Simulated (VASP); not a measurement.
# Ir3Ru2 (P-3m1) in VASP: further runs, part 2 of 2

VASP 6.6.1.

**4. Relaxation of cell and atoms, PBE**

File INCAR:

```
SYSTEM = Ir3Ru2
PREC = Accurate ; ENCUT = 600
EDIFF = 1E-6 ; ISMEAR = 0
SIGMA = 0.1 ; LREAL = .False.
LASPH = .True. ; NELM = 60
ALGO = Normal ; ISIF = 3
LWAVE = .False. ; LCHARG = .False.
GGA = PE ; IBRION = 2
NSW = 90 ; EDIFFG = -0.04
```

File KPOINTS:

```
regular mesh
0
Gamma
  6 6 1
  0 0 0
```

File POSCAR:

```
Ir3Ru2
1.0
    2.7339499100      0.0000000000      0.0000000000
   -1.3669749600      2.3676700800      0.0000000000
    0.0000000000      0.0000000000     21.4392485100
Ru Ir
4 6
Direct
    0.3333333300      0.6666666700      0.1500000000
    0.3333333300      0.6666666700      0.7500000000
    0.6666666700      0.3333333300      0.2500000000
    0.6666666700      0.3333333300      0.8500000000
    0.3333333300      0.6666666700      0.9500000000
    0.3333333300      0.6666666700      0.3500000000
    0.3333333300      0.6666666700      0.5500000000
    0.6666666700      0.3333333300      0.0500000000
    0.6666666700      0.3333333300      0.4500000000
    0.6666666700      0.3333333300      0.6500000000
```

Run with:

```
$ cat potpaw_PBE.64/Ru_pv/POTCAR potpaw_PBE.64/Ir/POTCAR > POTCAR
$ mpirun -np 1 vasp_std > vasp.out
```

Wall time 35 min (1 thread of Intel Xeon Platinum 8375C at 2.90GHz (Ice Lake), shared host); peak memory 0.37 GiB.

Results (log left out):

| Property | Result |
| --- | --- |
| Free energy | -89.7298 eV |
| Relaxed volume | 14.29 Å³/atom |
| Relaxed cell | a = 2.762 Å, b = 2.762 Å, c = 21.637 Å, α = 90.00°, β = 90.00°, γ = 120.00° |
| Space group after relaxing (to 0.1 Å) | P-3m1 (No. 164) |
| Energy gained by relaxing | 28.6 meV/atom |
| Ionic steps | 15 |
| Pressure after relaxing | -0.1 GPa |
| Largest force after relaxing | 0.017 eV/Å |
| Band gap on the k mesh | zero (bands 55 and 56 overlap by 2.60 eV) |

Forces in eV/Å, atoms in the order of the input:
```
Ru   0.000  0.000  0.005
Ru   0.000  0.000  0.009
Ru   0.000  0.000 -0.009
Ru   0.000  0.000 -0.005
Ir   0.000  0.000 -0.017
Ir   0.000  0.000  0.011
Ir   0.000  0.000  0.001
Ir   0.000  0.000  0.017
Ir   0.000  0.000 -0.001
Ir   0.000  0.000 -0.011
```

The path:
| step | energy change (eV) | largest force (eV/Å) | pressure (GPa) | volume (Å³) |
| --- | --- | --- | --- | --- |
| 1 | 0.0000 | 0.8521 | 10.95 | 138.78 |
| 2 | 1.2083 | 0.2072 | -26.72 | 158.72 |
| 3 | -0.1907 | 0.5951 | -1.84 | 143.78 |
| 4 | -0.1912 | 0.6046 | -1.30 | 143.55 |
| 5 | -0.2651 | 0.3016 | -0.11 | 142.95 |
| 6 | -0.2746 | 0.2639 | 0.62 | 142.64 |
| 7 | -0.2773 | 0.1213 | -1.65 | 143.58 |
| 8 | -0.2794 | 0.1154 | -0.75 | 143.20 |
| 9 | -0.2813 | 0.1001 | 0.79 | 142.51 |
| 10 | -0.2822 | 0.0977 | 0.23 | 142.76 |
| 11 | -0.2838 | 0.0721 | -0.06 | 142.89 |
| 12 | -0.2841 | 0.0922 | -0.26 | 142.98 |
| 13 | -0.2851 | 0.0656 | 0.31 | 142.73 |
| 14 | -0.2851 | 0.0633 | 0.36 | 142.71 |
| 15 | -0.2858 | 0.0173 | -0.12 | 142.91 |

Final structure:
```yaml
crystal:
  lattice:
    - [2.76164, 0.00000, 0.00000]
    - [-1.38082, 2.39165, 0.00000]
    - [0.00000, 0.00000, 21.63670]
  atoms:
    - { symbol: Ru, position: [0.33333, 0.66667, 0.15126] }
    - { symbol: Ru, position: [0.33333, 0.66667, 0.75284] }
    - { symbol: Ru, position: [0.66667, 0.33333, 0.24716] }
    - { symbol: Ru, position: [0.66667, 0.33333, 0.84874] }
    - { symbol: Ir, position: [0.33333, 0.66667, 0.94832] }
    - { symbol: Ir, position: [0.33333, 0.66667, 0.34632] }
    - { symbol: Ir, position: [0.33333, 0.66667, 0.55101] }
    - { symbol: Ir, position: [0.66667, 0.33333, 0.05168] }
    - { symbol: Ir, position: [0.66667, 0.33333, 0.44899] }
    - { symbol: Ir, position: [0.66667, 0.33333, 0.65368] }
```

Levels at points of the mesh, in eV from the Fermi level:
| k point | band 55 | band 56 | band 57 | band 58 | band 59 | band 60 |
| --- | --- | --- | --- | --- | --- | --- |
| (0.00, 0.00, 0.00) | -1.56 | -1.36 | -0.80 | -0.56 | -0.56 | -0.56 |
| (0.50, 0.00, 0.00) | 1.03 | 1.09 | 1.10 | 1.14 | 1.19 | 1.32 |

Caveat: the k points lie up to 0.44 Å⁻¹ apart in the final cell, too coarse for converged energies and pressures of a metal; spin-orbit coupling is left out, which moves the levels of the heavy elements.

**5. Single point, PBE, collinear spin, ferromagnetic start**

This run uses another cell than the first one, of 14.27 Å³/atom.

File INCAR:

```
SYSTEM = Ir3Ru2
PREC = Accurate
ENCUT = 520
EDIFF = 1E-6
ISMEAR = 0
SIGMA = 0.1
LREAL = .False.
LASPH = .True.
NELM = 150
ALGO = Fast
ISIF = 2
LWAVE = .False.
LCHARG = .True.
ISPIN = 2
MAGMOM = 1 1 1 1 1 1 1 1 1 1
LORBIT = 11
LMAXMIX = 4
GGA = PE
LELF = .True.
LVHAR = .True.
NBANDS = 70
```

File KPOINTS:

```
Automatic mesh
0
Gamma
  6 6 1
  0 0 0
```

File POSCAR:

```
Ir3Ru2
1.0
    2.7604793030      0.0000000000      0.0000000000
   -1.3802396515      2.3906452030      0.0000000000
    0.0000000000      0.0000000000     21.6284801070
Ru Ir
4 6
Direct
    0.3333333333      0.6666666667      0.1512497693
    0.3333333333      0.6666666667      0.7527405390
    0.6666666667      0.3333333333      0.2472594610
    0.6666666667      0.3333333333      0.8487502307
    0.3333333333      0.6666666667      0.9482726285
    0.3333333333      0.6666666667      0.3464044877
    0.3333333333      0.6666666667      0.5509916627
    0.6666666667      0.3333333333      0.0517273715
    0.6666666667      0.3333333333      0.4490083373
    0.6666666667      0.3333333333      0.6535955123
```

Run with:

```
$ cat potpaw_PBE.64/Ru_pv/POTCAR potpaw_PBE.64/Ir/POTCAR > POTCAR
$ mpirun -np 1 vasp_std > vasp.out
```

It took 9.2 min on 1 thread of Intel Xeon Platinum 8375C at 2.90GHz (Ice Lake), shared host; peak memory 0.42 GiB.

The run converged. Its results:

| Quantity | Value |
| --- | --- |
| Free energy | -89.7296 eV |
| Pressure | 0.3 GPa |
| Largest force | 0.036 eV/Å |
| Band gap on the k mesh | zero (filled and empty bands overlap) |
| Net moment | 0.00 μB per cell |
| Valence electrons inside the program's atomic spheres | Ru 12.62; Ir 8.32, 8.33, 8.30 (each value once) |

Forces on the atoms (eV/Å):
```
Ru   0.000  0.000  0.035
Ru   0.000  0.000  0.036
Ru   0.000  0.000 -0.036
Ru   0.000  0.000 -0.035
Ir   0.000  0.000  0.002
Ir   0.000  0.000 -0.002
Ir   0.000  0.000 -0.005
Ir   0.000  0.000 -0.002
Ir   0.000  0.000  0.005
Ir   0.000  0.000  0.002
```

Levels at points of the mesh, in eV from the Fermi level:
Spin up:
```csv
k point,band 54,band 55,band 56,band 57,band 58,band 59,band 60,band 61
"(0.00, 0.00, 0.00)",-1.56,-1.56,-1.36,-0.81,-0.56,-0.56,-0.56,-0.56
"(0.50, 0.00, 0.00)",0.98,1.04,1.09,1.10,1.14,1.19,1.32,1.32
```
Spin down:
| k point | band 55 | band 56 | band 57 | band 58 | band 59 | band 60 |
| --- | --- | --- | --- | --- | --- | --- |
| (0.00, 0.00, 0.00) | -1.56 | -1.36 | -0.81 | -0.56 | -0.56 | -0.56 |
| (0.50, 0.00, 0.00) | 1.04 | 1.09 | 1.10 | 1.14 | 1.19 | 1.32 |

Caveat: the k points lie up to 0.44 Å⁻¹ apart, too coarse for converged energies and pressures of a metal; spin-orbit coupling is left out, which moves the levels of the heavy elements.

**6. Overview**

| task | spin | cell | cutoff (eV) | gap on the mesh (eV) | pressure (GPa) | largest force (eV/Å) |
| --- | --- | --- | --- | --- | --- | --- |
| single point | off | a = 2.734, b = 2.734, c = 21.439 Å, angles 90.0, 90.0, 120.0°, 10 atoms, atomic positions A | 520 | none | 10.9 | 0.85 |
| single point | off | a = 2.760, b = 2.760, c = 21.628 Å, angles 90.0, 90.0, 120.0°, 10 atoms, atomic positions B | 520 | none | 0.3 | 0.05 |
| relaxation of cell and atoms | off | relaxed from a = 2.734, b = 2.734, c = 21.439 Å, angles 90.0, 90.0, 120.0°, 10 atoms, atomic positions A | 600 | none | -0.1 | 0.02 |
| single point | collinear, ferromagnetic start | a = 2.760, b = 2.760, c = 21.628 Å, angles 90.0, 90.0, 120.0°, 10 atoms, atomic positions B | 520 | none | 0.3 | 0.04 |

Alike in all rows: level PBE; potentials or basis VASP PAW PBE potentials, release 64 (Ru_pv, Ir); k mesh 6 × 6 × 1; smearing gaussian 0.1 eV.

Caveats: all runs use coarse meshes; spin-orbit coupling is left out, which moves the levels of the heavy elements.

Total energies depend on the potentials used, so only differences within one code and one set of settings carry meaning.
